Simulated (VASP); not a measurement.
# TiPt3 (Pm-3m) in VASP: a series of runs, part 2 of 2

VASP 6.6.1. The steps go on from the part before.

## Step 4: Single point, r2SCAN

This run uses another cell than the first one, of 14.80 Å³/atom.

File POSCAR:

```
TiPt3
1.0
    3.8970000000      0.0000000000      0.0000000000
    0.0000000000      3.8970000000      0.0000000000
    0.0000000000      0.0000000000      3.8970000000
Pt Ti
3 1
Direct
    0.5000000000      0.5000000000      0.0000000000
    0.5000000000      0.0000000000      0.5000000000
    0.0000000000      0.5000000000      0.5000000000
    0.0000000000      0.0000000000      0.0000000000
```

File INCAR.step1:

```
SYSTEM = TiPt3
ALGO = Normal ; EDIFF = 1E-4
ENCUT = 520 ; GGA = PE
ISMEAR = -1 ; LASPH = .True.
LCHARG = .False. ; LREAL = .False.
LWAVE = .True. ; NBANDS = 29
NELM = 80 ; PREC = Accurate
SIGMA = 0.05
```

File INCAR.step2:

```
SYSTEM = TiPt3
ALGO = Normal ; EDIFF = 1E-6
ENCUT = 520 ; ISIF = 2
ISMEAR = -1 ; ISTART = 1
LASPH = .True. ; LCHARG = .False.
LMIXTAU = .True. ; LREAL = .False.
LWAVE = .False. ; METAGGA = R2SCAN
NBANDS = 29 ; NELM = 80
PREC = Accurate ; SIGMA = 0.05
```

File KPOINTS:

```
k-points
0
Gamma
  4 4 4
  0 0 0
```

Potentials or basis: VASP PAW PBE potentials, release 64 (Pt, Ti_sv).

Launch:

```sh
> cat potpaw_PBE.64/Pt/POTCAR potpaw_PBE.64/Ti_sv/POTCAR > POTCAR
> cp INCAR.step1 INCAR
> mpirun -np 1 vasp_std > vasp.out
> cp INCAR.step2 INCAR
> mpirun -np 1 vasp_std > vasp.out
```

OUTCAR:

```text
SYSTEM = TiPt3
   EDIFF = 1E-6
   ENCUT = 520
   ISIF = 2
   ISMEAR = -1
   ISTART = 1
   LASPH = .True.
   LREAL = .False.
   METAGGA = R2SCAN
   NELM = 80
   PREC = Accurate

 ion  position               nearest neighbor table
   1  0.500  0.500  0.000-   2 2.76   3 2.76   4 2.76   2 2.76   3 2.76   2 2.76   4 2.76   2 2.76
                             3 2.76   4 2.76   3 2.76   4 2.76
   2  0.500  0.000  0.500-   1 2.76   3 2.76   4 2.76   1 2.76   4 2.76   1 2.76   3 2.76   1 2.76
                             3 2.76   4 2.76   4 2.76   3 2.76
   3  0.000  0.500  0.500-   1 2.76   2 2.76   4 2.76   1 2.76   4 2.76   2 2.76   4 2.76   4 2.76
                             1 2.76   2 2.76   1 2.76   2 2.76
   4  0.000  0.000  0.000-   1 2.76   2 2.76   3 2.76   2 2.76   3 2.76   1 2.76   3 2.76   3 2.76
                             1 2.76   2 2.76   2 2.76   1 2.76

  LATTYP: Found a simple cubic cell.
 ALAT       =     3.8970000000

  Lattice vectors:

 A1 = (   3.8970000000,   0.0000000000,   0.0000000000)
 A2 = (   0.0000000000,   3.8970000000,   0.0000000000)
 A3 = (   0.0000000000,   0.0000000000,   3.8970000000)

Analysis of symmetry for initial positions (statically):
[... 164 lines left out ...]
 val. band max:       11.5530391836   @ k =   0.5000   0.0000   0.0000
 cond. band min:      11.7709097596   @ k =   0.0000   0.0000   0.0000
 fundamental gap:      0.2178705761
 Fermi energy:        11.7547607752

 k-point     1 :       0.0000    0.0000    0.0000
  band No.  band energies     occupation
      1     -48.9065      2.00000
      2     -24.0806      2.00000
      3     -24.0806      2.00000
      4     -24.0806      2.00000
      5       1.1043      2.00000
      6       4.0171      2.00000
[... 309 lines left out ...]
     28      13.4321      0.00000
     29      17.6163      0.00000

------------------------ aborting loop because EDIFF is reached ----------------------------------------

  FORCE on cell =-STRESS in cart. coord.  units (eV):
  Direction    XX          YY          ZZ          XY          YZ          ZX
  --------------------------------------------------------------------------------------
  -------------------------------------------------------------------------------------
  Total        2.0219015      2.0219015      2.0219015      0.0000000     -0.0000000      0.0000000
  in kB       54.7367957     54.7367957     54.7367957      0.0000000     -0.0000000      0.0000000
  external PRESSURE =      54.7367957 kB  Pullay stress =       0.0000000 kB

 VOLUME and BASIS-vectors are now :
 -----------------------------------------------------------------------------
  energy-cutoff  :      520.00
  volume of cell :       59.18
      direct lattice vectors                 reciprocal lattice vectors
     3.897000000  0.000000000  0.000000000     0.256607647  0.000000000  0.000000000
     0.000000000  3.897000000  0.000000000     0.000000000  0.256607647  0.000000000
     0.000000000  0.000000000  3.897000000     0.000000000  0.000000000  0.256607647

 POSITION                                       TOTAL-FORCE (eV/Angst)
 -----------------------------------------------------------------------------------
      1.94850      1.94850      0.00000         0.000000      0.000000      0.000000
      1.94850      0.00000      1.94850         0.000000      0.000000      0.000000
      0.00000      1.94850      1.94850         0.000000      0.000000      0.000000
      0.00000      0.00000      0.00000         0.000000      0.000000      0.000000
 -----------------------------------------------------------------------------------
    total drift:                                0.000000      0.000000     -0.000000

  FREE ENERGIE OF THE ION-ELECTRON SYSTEM (eV)
  ---------------------------------------------------
  free  energy   TOTEN  =      -171.1367487671 eV

  energy  without entropy=     -171.1214319277  energy(sigma->0) =     -171.12909035
```

Run time: 2.8 min. Hardware: 1 thread of AMD EPYC 7R13, shared host; peak memory 0.15 GiB.

What came out:

| Item | Value |
| --- | --- |
| Free energy | -171.1367 eV |
| Pressure | 5.5 GPa |
| Band gap on the k mesh | zero (bands 21 and 22 overlap by 2.02 eV) |

Levels at points of the mesh, in eV from the Fermi level:
```
           k point  band 19  band 20  band 21  band 22  band 23  band 24
(0.00, 0.00, 0.00)     0.02     0.02     1.51     1.51     1.62     1.62
(0.50, 0.00, 0.00)    -2.79    -1.52    -0.20    -0.20     0.02     0.61
(0.50, 0.50, 0.00)    -2.48    -2.47    -2.38     0.24     0.24     0.51
(0.50, 0.50, 0.50)    -0.75    -0.75    -0.51    -0.51    -0.51     1.24
```

Caveat: the k points lie up to 0.40 Å⁻¹ apart, too coarse for converged energies and pressures of a metal; the PAW data sets were made with another functional, which shifts forces and pressure a little; spin-orbit coupling is left out, which moves the levels of the heavy elements.

## Step 5: Summary

```tsv
level	cell	k mesh	gap on the mesh (eV)	pressure (GPa)
PBE	a = 3.973 Å, 4 atoms	7 × 7 × 7	none	-4.7
PBE	a = 3.897 Å, 4 atoms	4 × 4 × 4	none	9.5
r2SCAN	a = 3.897 Å, 4 atoms	4 × 4 × 4	none	5.5
```

Alike in all rows: task single point; potentials or basis VASP PAW PBE potentials, release 64 (Pt, Ti_sv); no spin polarisation; cutoff (eV) 520; smearing fermi-dirac 0.05 eV.

Caveats: some runs use coarse meshes; spin-orbit coupling is left out, which moves the levels of the heavy elements; the cell stands under tension (at least some runs); the PAW data sets were made with another functional, which shifts forces and pressure a little (at least some runs).

Total energies depend on the potentials used, so only differences within one code and one set of settings carry meaning.
